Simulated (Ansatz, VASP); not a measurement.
# BaS: VASP beside Ansatz

The input POSCAR:

```
BaS
1.0
    0.0000000000      3.1937500000      3.4492500000
    3.1937500000      0.0000000000      3.4492500000
    3.1937500000      3.1937500000      0.0000000000
Ba S
1 1
Direct
    0.0000000000      0.0000000000      0.0000000000
    0.5000000000      0.5000000000      0.5000000000
```

Contents of INCAR.step1:

```
SYSTEM = BaS
ALGO = Normal ; EDIFF = 1E-4
ENCUT = 520 ; GGA = PE
ISMEAR = 0 ; LASPH = .True.
LCHARG = .False. ; LREAL = .False.
LWAVE = .True. ; NBANDS = 15
NELM = 100 ; PREC = Accurate
SIGMA = 0.05
```

The input INCAR.step2:

```
SYSTEM = BaS
ALGO = Normal ; EDIFF = 1E-7
ENCUT = 520 ; ISIF = 2
ISMEAR = 0 ; ISTART = 1
LASPH = .True. ; LCHARG = .True.
LELF = .True. ; LMIXTAU = .True.
LREAL = .False. ; LVHAR = .True.
LWAVE = .False. ; METAGGA = R2SCAN
NBANDS = 15 ; NELM = 100
PREC = Accurate ; SIGMA = 0.05
```

The input KPOINTS:

```
k-points
0
Gamma
  6 6 6
  0 0 0
```

Input for Ansatz:

```yaml
crystal:
  lattice:
    - [0.0, 3.19375, 3.44925]
    - [3.19375, 0.0, 3.44925]
    - [3.19375, 3.19375, 0.0]
  atoms:
    - { symbol: Ba, position: [0.0, 0.0, 0.0] }
    - { symbol: S, position: [0.5, 0.5, 0.5] }
basis:
  ecutwfc: 500
kpoints:
  mp_grid: { grid: [6, 6, 6] }
hamiltonian:
  xc: r2scan
scf:
  occupations: { method: gaussian, width: 0.05 }
output:
  forces: true
  stress: true
  eigenvalues: true
```

Change from the starting cell: strain +0.000 along x and y, +0.080 along z, atoms carried along.

Alike in both runs: task single point; functional r2SCAN; k mesh 6 × 6 × 6; occupations gaussian, width 0.05 eV; no spin polarisation.

```csv
,VASP,Ansatz
version,VASP 6.6.1,Ansatz 0.2.0
potentials or method,"VASP PAW PBE potentials, release 64 (Ba_sv, S), cutoff 520 eV","scalar-relativistic, plane waves, PAW"
valence electrons in the cell,16,16
```

|  | VASP | Ansatz | Ansatz less VASP |
| --- | --- | --- | --- |
| gap on the k mesh at the Fermi level (eV) | 2.51 | 2.59 | +0.083 |
| least direct gap on the mesh (eV) | 2.68 | 2.72 | +0.049 |
| pressure (GPa) | -1.3 | -1.8 | -0.47 |
| traceless stress, the component that is largest in VASP (GPa) | -2.89 | -2.62 | +0.270 |

VASP's potentials were made for PBE, not for r2SCAN.

Neither program's run includes spin-orbit coupling.
